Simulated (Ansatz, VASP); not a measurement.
# Two plane-wave programs on BIr3Br

```
B Ir Br
1.0
     4.14794    0.00000    0.00000
     0.00000    4.14794    0.00000
     0.00000    0.00000    4.14794
B Ir Br
1 3 1
Direct
  0.50000 0.50000 0.50000
  0.00000 0.50000 0.50000
  0.50000 0.00000 0.50000
  0.50000 0.50000 0.00000
  0.00000 0.00000 0.00000
```

Alike in both runs: functional PBEsol; k mesh 4 × 4 × 4; occupations gaussian, width 0.1175 eV; no spin polarisation; Hubbard terms Ir d U = 4.0 eV.

Ansatz relaxed the structure, and its values are those at the end. VASP's run is a single point on that final structure, the one shown.

```csv
,VASP,Ansatz
version,VASP 6.6.1,Ansatz 0.2.0
potentials or method,"VASP PAW PBE potentials, release 64 (B, Ir_sv_GW, Br), cutoff 560 eV",PAW plane waves
valence electrons in the cell,61,61
```

VASP gave:

* gap on the k mesh at the Fermi level (eV): none
* pressure (GPa): -2.6

Estimate Ansatz's values.

gap on the k mesh at the Fermi level (eV): none; pressure (GPa): 0.0.

VASP's potentials were made for PBE, not for PBEsol. The programs project onto different local orbitals, so the same U acts differently, and such runs can settle in different states. A gap of «none» marks a metal or a gap that the smearing closes. Ansatz's warnings: filled band counts differ across k points.

The k mesh is coarse, so the values compare programs but aren't converged. Spin-orbit coupling is off throughout.
